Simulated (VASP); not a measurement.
A run of VASP 6.6.1 is set up as follows.

The input INCAR:

```
ALGO = Normal
EDIFF = 1E-6
ENCUT = 520
GGA = PE
ISIF = 2
ISMEAR = 0
LASPH = T
LCHARG = T
LELF = T
LREAL = F
LVHAR = T
LWAVE = F
NBANDS = 11
NELM = 80
PREC = Accurate
SIGMA = 0.02
```

KPOINTS

```
k-points
0
Gamma
  10 10 10
```

The input POSCAR:

```
AlN
1.0
   -0.2441421600      1.8855505920      1.8855505920
    1.8855505920     -0.2441421600      1.8855505920
    1.8855505920      1.8855505920     -0.2441421600
Al N
1 1
Direct
    0.5000000000      0.5000000000      0.5000000000
    0.0000000000      0.0000000000      0.0000000000
```

Potentials or basis: VASP PAW PBE potentials, release 64 (Al, N).

Run with:

```sh
$ cat potpaw_PBE.64/Al/POTCAR potpaw_PBE.64/N/POTCAR > POTCAR
$ mpirun -np 1 vasp_std > vasp.out
```

Problem. What does it give for the pressure?

Solution. 16.7 GPa.

Problem. Predict the band gap on the k mesh.

Solution. 1.73 eV, indirect (least direct gap 3.87 eV).

Stress tensor (GPa, compression positive):
```
16.68 31.25 31.25
31.25 16.68 31.25
31.25 31.25 16.68
```

Caveat: the cell differs from its parent crystal (strained). A k mesh can miss the band edges.
